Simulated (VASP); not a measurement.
# HfSiO4 (Cmmm) in VASP: further runs, part 2 of 2

VASP 6.6.1. The steps go on from the part before.

### Step 5. Single point, PBE

Contents of INCAR:

```
SYSTEM = HfSiO4
PREC = Accurate
ENCUT = 600
EDIFF = 1E-6
ISMEAR = 0
SIGMA = 0.02
LREAL = .FALSE.
LASPH = .TRUE.
NELM = 120
ALGO = Normal
ISIF = 2
LWAVE = .FALSE.
LCHARG = .TRUE.
GGA = PE
LELF = .TRUE.
LVHAR = .TRUE.
NBANDS = 28
GGA_COMPAT = .FALSE.
```

Contents of KPOINTS:

```
Automatic mesh
0
G
  6 6 10
  0 0 0
```

Contents of POSCAR:

```
HfSiO4
1.0
    3.1936371561     -3.2899418082      0.0000000000
    3.1936371561      3.2899418082      0.0000000000
    0.0000000000      0.0000000000      2.9746793327
Hf Si O
1 1 4
Direct
    0.0000000000      0.0000000000      0.0000000000
    0.5000000000      0.5000000000      0.5000000000
    0.2213266608      0.2213266608      0.5000000000
    0.6781220867      0.3218779133      0.0000000000
    0.3218779133      0.6781220867      0.0000000000
    0.7786733392      0.7786733392      0.5000000000
```

Potentials or basis: VASP PAW PBE potentials, release 64 (Hf_pv, Si, O).

Started as:

```
$ cat potpaw_PBE.64/Hf_pv/POTCAR potpaw_PBE.64/Si/POTCAR potpaw_PBE.64/O/POTCAR > POTCAR
$ mpirun -np 1 vasp_std > vasp.out
```

OUTCAR:

```text
SYSTEM = HfSiO4
   PREC = Accurate
   ENCUT = 600
   EDIFF = 1E-6
   ISMEAR = 0
   LREAL = .FALSE.
   LASPH = .TRUE.
   NELM = 120
   ISIF = 2
   GGA = PE

 ion  position               nearest neighbor table
   1  0.000  0.000  0.000-   3 2.05   6 2.05   3 2.05   6 2.05   5 2.12   4 2.12
   2  0.500  0.500  0.500-   3 1.78   6 1.78   5 1.89   4 1.89   4 1.89   5 1.89
   3  0.221  0.221  0.500-   2 1.78   1 2.05   1 2.05
   4  0.678  0.322  0.000-   2 1.89   2 1.89   1 2.12
   5  0.322  0.678  0.000-   2 1.89   2 1.89   1 2.12
   6  0.779  0.779  0.500-   2 1.78   1 2.05   1 2.05
[... 953 lines left out ...]
  -------------------------------------------------------------------------------------
  Total       -0.7396590     -0.7318345     -0.7628465     -0.0000000      0.0000000      0.0000000
  in kB      -18.9582474    -18.7576960    -19.5525684     -0.0000000      0.0000000      0.0000000
  external PRESSURE =     -19.0895039 kB  Pullay stress =       0.0000000 kB

 VOLUME and BASIS-vectors are now :
 -----------------------------------------------------------------------------
  energy-cutoff  :      600.00
  volume of cell :       62.51
      direct lattice vectors                 reciprocal lattice vectors
     3.193637156 -3.289941808  0.000000000     0.156561305 -0.151978372  0.000000000
     3.193637156  3.289941808  0.000000000     0.156561305  0.151978372  0.000000000
     0.000000000  0.000000000  2.974679333     0.000000000  0.000000000  0.336170689

 POSITION                                       TOTAL-FORCE (eV/Angst)
 -----------------------------------------------------------------------------------
      0.00000      0.00000      0.00000         0.000000      0.000000      0.000000
      3.19364      0.00000      1.48734         0.000000      0.000000      0.000000
      1.41367      0.00000      1.48734        -0.232523      0.000000      0.000000
      3.19364     -1.17202      0.00000         0.000000     -0.146936      0.000000
      3.19364      1.17202      0.00000         0.000000      0.146936      0.000000
      4.97360      0.00000      1.48734         0.232523      0.000000     -0.000000
 -----------------------------------------------------------------------------------
    total drift:                               -0.000000      0.000000      0.000000

  FREE ENERGIE OF THE ION-ELECTRON SYSTEM (eV)
  ---------------------------------------------------
  free  energy   TOTEN  =       -52.6247133617 eV

  energy  without entropy=      -52.6247133617  energy(sigma->0) =      -52.62471336
```

Wall time 3.5 min (1 thread of Intel Xeon 8259CL, shared host); peak memory 0.3 GiB.

What came out:

```yaml
Free_energy: -52.6247 eV
Pressure: -1.9 GPa
Largest_force: 0.233 eV/Å
Band_gap_on_the_k_mesh: 1.77 eV
```

Forces on the atoms (eV/Å):
```
Hf   0.000  0.000  0.000
Si   0.000  0.000  0.000
O   -0.233  0.000  0.000
O    0.000 -0.147  0.000
O    0.000  0.147  0.000
O    0.233  0.000  0.000
```

Caveat: spin-orbit coupling is left out, which moves the levels of the heavy elements. A k mesh can miss the band edges.

### Step 6. Relaxation of cell and atoms, PBE

Contents of INCAR:

```
SYSTEM = HfSiO4
PREC = Accurate
ENCUT = 600
EDIFF = 1E-7
ISMEAR = 0
SIGMA = 0.02
LREAL = .FALSE.
LASPH = .TRUE.
NELM = 120
ALGO = Normal
ISIF = 3
LWAVE = .FALSE.
LCHARG = .FALSE.
GGA = PE
IBRION = 2
NSW = 100
EDIFFG = -0.01
GGA_COMPAT = .FALSE.
NELMIN = 4
```

Contents of KPOINTS:

```
regular mesh
0
G
  6 6 10
  0 0 0
```

POSCAR is that of step 5.

Potentials or basis: VASP PAW PBE potentials, release 64 (Hf_pv, Si, O).

Started as:

```
$ cat potpaw_PBE.64/Hf_pv/POTCAR potpaw_PBE.64/Si/POTCAR potpaw_PBE.64/O/POTCAR > POTCAR
$ mpirun -np 1 vasp_std > vasp.out
```

OUTCAR:

```text
SYSTEM = HfSiO4
   PREC = Accurate
   ENCUT = 600
   EDIFF = 1E-7
   ISMEAR = 0
   LREAL = .FALSE.
   LASPH = .TRUE.
   NELM = 120
   ISIF = 3
   GGA = PE
   IBRION = 2
   NSW = 100
   EDIFFG = -0.01
   NELMIN = 4

 ion  position               nearest neighbor table
   1  0.000  0.000  0.000-   3 2.05   6 2.05   3 2.05   6 2.05   5 2.12   4 2.12
   2  0.500  0.500  0.500-   3 1.78   6 1.78   5 1.89   4 1.89   4 1.89   5 1.89
   3  0.221  0.221  0.500-   2 1.78   1 2.05   1 2.05
   4  0.678  0.322  0.000-   2 1.89   2 1.89   1 2.12
   5  0.322  0.678  0.000-   2 1.89   2 1.89   1 2.12
   6  0.779  0.779  0.500-   2 1.78   1 2.05   1 2.05

  LATTYP: Found a base centered orthorhombic cell.
 ALAT       =     6.3872743122
 B/A-ratio  =     1.0301551640
 C/A-ratio  =     0.4657196775

  Lattice vectors:

 A1 = (   3.1936371561,  -3.2899418082,   0.0000000000)
 A2 = (   3.1936371561,   3.2899418082,   0.0000000000)
 A3 = (   0.0000000000,   0.0000000000,   2.9746793327)

Analysis of symmetry for initial positions (statically):
=====================================================================
 Subroutine PRICEL returns:
 Original cell was already a primitive cell.

 Routine SETGRP: Setting up the symmetry group for a
 base centered orthorhombic supercell.

 Subroutine GETGRP returns: Found  8 space group operations
 (whereof  8 operations were pure point group operations)
 out of a pool of  8 trial point group operations.

The static configuration has the point symmetry D_2h.

Analysis of symmetry for dynamics (positions and initial velocities):
=====================================================================
 Subroutine PRICEL returns:
 Original cell was already a primitive cell.

 Routine SETGRP: Setting up the symmetry group for a
 base centered orthorhombic supercell.

 Subroutine GETGRP returns: Found  8 space group operations
 (whereof  8 operations were pure point group operations)
 out of a pool of  8 trial point group operations.

The dynamic configuration has the point symmetry D_2h.

 Subroutine INISYM returns: Found  8 space group operations
 (whereof  8 operations are pure point group operations),
 and found     1 'primitive' translations

----------------------------------------------------------------------------------------

                                     Primitive cell

  volume of cell :      62.5092

  direct lattice vectors                    reciprocal lattice vectors
     3.193637156 -3.289941808  0.000000000     0.156561305 -0.151978372  0.000000000
     3.193637156  3.289941808  0.000000000     0.156561305  0.151978372  0.000000000
     0.000000000  0.000000000  2.974679333     0.000000000  0.000000000  0.336170689

  length of vectors
     4.585088373  4.585088373  2.974679333     0.218194564  0.218194564  0.336170689

  position of ions in fractional coordinates (direct lattice)
     0.000000000  0.000000000  0.000000000
     0.500000000  0.500000000  0.500000000
     0.221326661  0.221326661  0.500000000
[... 36 lines left out ...]

 Found     78 irreducible k-points:

 Following reciprocal coordinates:
            Coordinates               Weight
  0.000000  0.000000  0.000000      1.000000
  0.166667  0.000000  0.000000      4.000000
  0.333333  0.000000  0.000000      4.000000
  0.500000  0.000000  0.000000      2.000000
  0.166667  0.166667  0.000000      2.000000
  0.333333  0.166667  0.000000      4.000000
[... 16 lines left out ...]
  0.333333  0.333333  0.100000      4.000000
  0.500000  0.333333  0.100000      8.000000
 [... further k-points ...]
   k-points           NKPTS =     78   k-points in BZ     NKDIM =     78   number of bands    NBANDS=     23
   number of dos      NEDOS =    301   number of ions     NIONS =      6
   total plane-waves  NPLWV =  38400
   dimension x,y,z NGX =    40 NGY =   40 NGZ =   24
   dimension x,y,z NGXF=    80 NGYF=   80 NGZF=   48
   ions per type =               1   1   4
   NGX,Y,Z   is equivalent  to a cutoff of  14.50, 14.50, 13.41 a.u.
   NGXF,Y,Z  is equivalent  to a cutoff of  29.01, 29.01, 26.83 a.u.
 SYSTEM =  HfSiO4
   PREC   = accura    normal or accurate (medium, high low for compatibility)
   ISTART =      0    job   : 0-new  1-cont  2-samecut
   ICHARG =      2    charge: 1-file 2-atom 10-const
   ISPIN  =      1    spin polarized calculation?
   LNONCOLLINEAR =      F non collinear calculations
   LSORBIT =      F    spin-orbit coupling
   LASPH  =      T    aspherical Exc in radial PAW
   ENCUT  =  600.0 eV  44.10 Ry    6.64 a.u.   9.16  9.16  5.94*2*pi/ulx,y,z
   NELM   =    120;   NELMIN=  4; NELMDL= -5     # of ELM steps
   EDIFF  = 0.1E-06   stopping-criterion for ELM
   LREAL  =      F    real-space projection
   EDIFFG = -.1E-01   stopping-criterion for IOM
   NSW    =    100    number of steps for IOM
   IBRION =      2    ionic relax: 0-MD 1-quasi-New 2-CG
   NFREE  =      1    steps in history (QN), initial steepest desc. (CG)
   ISIF   =      3    stress and relaxation
   ISYM   =      2    0-nonsym 1-usesym 2-fastsym
   POTIM  = 0.5000    time-step for ionic-motion
   TEBEG  =    0.0;   TEEND  =   0.0 temperature during run
   PSTRESS=    0.0 pullay stress
   NELECT =      38.0000    total number of electrons
   NUPDOWN=      -1.0000    fix difference up-down
   EMIN   =  10.00;   EMAX   =-10.00  energy-range for DOS
   EFERMI =   0.00;   METHOD = LEGACY
   ISMEAR =     0;   SIGMA  =   0.02  broadening in eV -4-tet -1-fermi 0-gaus
   EFERMI_NEDOS =   21; number of points for ismear=-14 and -15
   IALGO  =     38    algorithm
   IMIX   =      4    mixing-type and parameters
     AMIX     =   0.40;   BMIX     =  1.00
     AMIX_MAG =   1.60;   BMIX_MAG =  1.00
  volume/ion in A,a.u.               =      10.42        70.31
  Fermi-wavevector in a.u.,A,eV,Ry     =   1.386824  2.620718 26.167828  1.923281
  Thomas-Fermi vector in A             =   2.511103
   LORBIT       =      0    0 simple, 1 ext, 2 COOP (PROOUT), +10 PAW based schemes
   GGA     = PE    functional components
   LHFCALC =     F    Hartree Fock is set to
   AEXX    =    0.0000 exact exchange contribution
   IVDW    =     0    specifies the selected vdW correction
   LEPSILON=     F    determine dielectric tensor
   LRPA    =     F    only Hartree local field effects (RPA)
 conjugate gradient relaxation of ions
 non-spin polarized calculation
 Gauss-broadening in eV      SIGMA  =   0.02
  energy-cutoff  :      600.00
  volume of cell :       62.51
 maximum number of plane-waves:      2110
 NGX is ok and might be reduce to    40
   NGX = 19   NGY = 19   NGZ = 11

--------------------------------------- Ionic step        1  -------------------------------------------

 number of electron      37.9999993 magnetization

 Free energy of the ion-electron system (eV)
  ---------------------------------------------------
  ext. energy  EPLUGINS =         0.00000000
  ---------------------------------------------------
  free energy    TOTEN  =       -52.62471334 eV

  energy without entropy =      -52.62471334  energy(sigma->0) =      -52.62471334

------------------------ aborting loop because EDIFF is reached ----------------------------------------

  FORCE on cell =-STRESS in cart. coord.  units (eV):
  Direction    XX          YY          ZZ          XY          YZ          ZX
  --------------------------------------------------------------------------------------
  -------------------------------------------------------------------------------------
  Total       -0.7408226     -0.7298964     -0.7622513      0.0000000      0.0000000      0.0000000
  in kB      -18.9880721    -18.7080221    -19.5373125      0.0000000      0.0000000      0.0000000
  external PRESSURE =     -19.0778022 kB  Pullay stress =       0.0000000 kB
[... 147 lines left out ...]
--------------------------------------- Ionic step        5  -------------------------------------------

 number of electron      37.9999994 magnetization

 Free energy of the ion-electron system (eV)
  ---------------------------------------------------
  ext. energy  EPLUGINS =         0.00000000
  ---------------------------------------------------
  free energy    TOTEN  =       -52.62916007 eV

  energy without entropy =      -52.62916007  energy(sigma->0) =      -52.62916007

 E-fermi :   4.6370     XC(G=0): -11.3918

 val. band max:        4.5517923104   @ k =   0.0000   0.0000   0.0000
 cond. band min:       6.3870492879   @ k =   0.0000   0.0000   0.0000
 fundamental gap:      1.8352569775
 Fermi energy:         4.6369970121

 k-point     1 :       0.0000    0.0000    0.0000
  band No.  band energies     occupation
      1     -25.3775      2.00000
      2     -25.1673      2.00000
      3     -25.0144      2.00000
      4     -15.2877      2.00000
      5     -12.8350      2.00000
      6     -12.8210      2.00000
[... 613 lines left out ...]
     22      10.6549      0.00000
     23      10.7581      0.00000

 [... further k-points ...]
[... 5 lines left out ...]
  --------------------------------------------------------------------------------------
  -------------------------------------------------------------------------------------
  Total       -0.0576703      0.0047476      0.0271530      0.0000000      0.0000000      0.0000000
  in kB       -1.4888729      0.1225699      0.7010078      0.0000000      0.0000000      0.0000000
  external PRESSURE =      -0.2217651 kB  Pullay stress =       0.0000000 kB
[... 21 lines left out ...]
  FREE ENERGIE OF THE ION-ELECTRON SYSTEM (eV)
  ---------------------------------------------------
  free  energy   TOTEN  =       -52.6291600732 eV

  energy  without entropy=      -52.6291600732  energy(sigma->0) =      -52.62916007

 reached required accuracy - stopping structural energy minimisation
```

It took 11 min on 1 thread of Intel Xeon 8259CL, shared host; peak memory 0.29 GiB.

What came out:

```yaml
Free_energy: -52.6292 eV
Relaxed_volume: 10.34 Å³/atom
Relaxed_cell: a = 4.573 Å, b = 4.573 Å, c = 2.969 Å, α = 90.00°, β = 90.00°, γ = 91.67°
Space_group_after_relaxing_to_0.1_Å: Cmmm (No. 65)
Energy_gained_by_relaxing: 0.7 meV/atom
Ionic_steps: 5
Pressure_after_relaxing: 0.0 GPa
Largest_force_after_relaxing: 0.006 eV/Å
Band_gap_on_the_k_mesh: 1.84 eV
```

Forces on the atoms (eV/Å):
```
Hf   0.000  0.000  0.000
Si   0.000  0.000  0.000
O    0.006  0.000  0.000
O    0.000  0.003  0.000
O    0.000 -0.003  0.000
O   -0.006  0.000  0.000
```

The path:
```csv
step,energy change (eV),largest force (eV/Å),pressure (GPa),volume (Å³)
1,0.0000,0.2321,-1.91,62.51
2,0.0043,0.3185,3.00,61.39
3,-0.0043,0.0253,0.08,62.04
4,-0.0044,0.0134,-0.06,62.07
5,-0.0044,0.0056,-0.02,62.06
```

Final structure:
```
Hf Si O
1.0
     3.18608   -3.28014    0.00000
     3.18608    3.28014    0.00000
     0.00000    0.00000    2.96910
Hf Si O
1 1 4
Cartesian
  0.0000 0.0000 0.0000
  3.1861 0.0000 1.4846
  1.4053 0.0000 1.4846
  3.1861 -1.1723 0.0000
  3.1861 1.1723 0.0000
  4.9669 0.0000 1.4846
```

Caveat: spin-orbit coupling is left out, which moves the levels of the heavy elements.

### Step 7. The runs side by side

| task | cell | k mesh | smearing | gap on the mesh (eV) | pressure (GPa) | relaxed volume (Å³/atom) | largest force (eV/Å) |
| --- | --- | --- | --- | --- | --- | --- | --- |
| single point | a = 4.585, b = 4.585, c = 2.975 Å, angles 90.0, 90.0, 91.7°, 6 atoms, atomic positions A | 4 × 4 × 6 | gaussian 0.1 eV | 1.77 | -1.9 | - | 0.23 |
| single point | a = 4.744, b = 4.744, c = 3.159 Å, 6 atoms, atomic positions B | 4 × 4 × 6 | gaussian 0.1 eV | 1.29 | -16.4 | - | 3.68 |
| relaxation of cell and atoms | relaxed from a = 4.744, b = 4.744, c = 3.159 Å, 6 atoms, atomic positions B | 4 × 4 × 6 | gaussian 0.1 eV | 1.84 | -0.4 | 10.35 | 0.01 |
| single point | a = 4.585, b = 4.585, c = 2.975 Å, angles 90.0, 90.0, 91.7°, 6 atoms, atomic positions A | 6 × 6 × 10 | gaussian 0.02 eV | 1.77 | -1.9 | - | 0.23 |
| relaxation of cell and atoms | relaxed from a = 4.585, b = 4.585, c = 2.975 Å, angles 90.0, 90.0, 91.7°, 6 atoms, atomic positions A | 6 × 6 × 10 | gaussian 0.02 eV | 1.84 | 0.0 | 10.34 | 0.01 |

Alike in all rows: level PBE; potentials or basis VASP PAW PBE potentials, release 64 (Hf_pv, Si, O); no spin polarisation; cutoff (eV) 600.

Caveats: spin-orbit coupling is left out, which moves the levels of the heavy elements; the cell stands under tension (at least some runs); forces of over 1 eV/Å act on the atoms, so gaps and moduli don't describe the material at rest (at least some runs).

Absolute energies hang on the potentials; compare differences alone.
